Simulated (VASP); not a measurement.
## Mg5O: single point with PBE

Mg5O:

```
CELL_PARAMETERS angstrom
5.90048 0.00000 0.00000
-2.95024 5.10997 0.00000
0.00000 0.00000 6.66214
ATOMIC_POSITIONS crystal
Mg 0.49987 0.00000 0.50000
Mg 0.00000 0.49987 0.50000
Mg 0.50013 0.50013 0.50000
Mg 0.00000 0.00000 0.72798
Mg 0.00000 0.00000 0.27202
O 0.00000 0.00000 0.00000
```

The cell was built from a structure type or drawn by symmetry, and may not be a known phase.

```json
{
 "Program": "VASP 6.6.1",
 "Task": "single point",
 "Functional": "PBE",
 "Potentials or basis": "VASP PAW PBE potentials, release 64 (Mg, O)",
 "Cutoff": "520 eV",
 "k mesh": "6 × 6 × 4",
 "Occupations": "gaussian, width 0.1 eV",
 "Spin": "no spin polarisation",
 "Dipole correction": "no",
 "Further INCAR settings": "ALGO = Normal; EDIFF = 1e-07; NBANDS = 17"
}
```

| Quantity | Value |
| --- | --- |
| Pressure | 0.3 GPa |
| Band gap on the k mesh | zero (bands 8 and 9 overlap by 1.66 eV) |

Levels at points of the mesh, in eV from the Fermi level:
```csv
k point,band 6,band 7,band 8,band 9,band 10,band 11
"(0.00, 0.00, 0.00)",-0.41,-0.37,-0.14,-0.14,0.14,0.74
"(0.50, 0.00, 0.00)",-1.58,-1.42,-0.87,0.49,0.93,2.79
"(0.00, 0.00, 0.50)",-1.26,-0.39,-0.37,-0.37,0.32,0.81
"(0.50, 0.00, 0.50)",-1.68,-1.26,-1.26,0.10,0.61,2.94
```

Wall time 49 s on 1 thread of Intel(R) Xeon(R) 6975P-C (Granite Rapids), with other jobs on the host, peak memory 0.34 GiB.
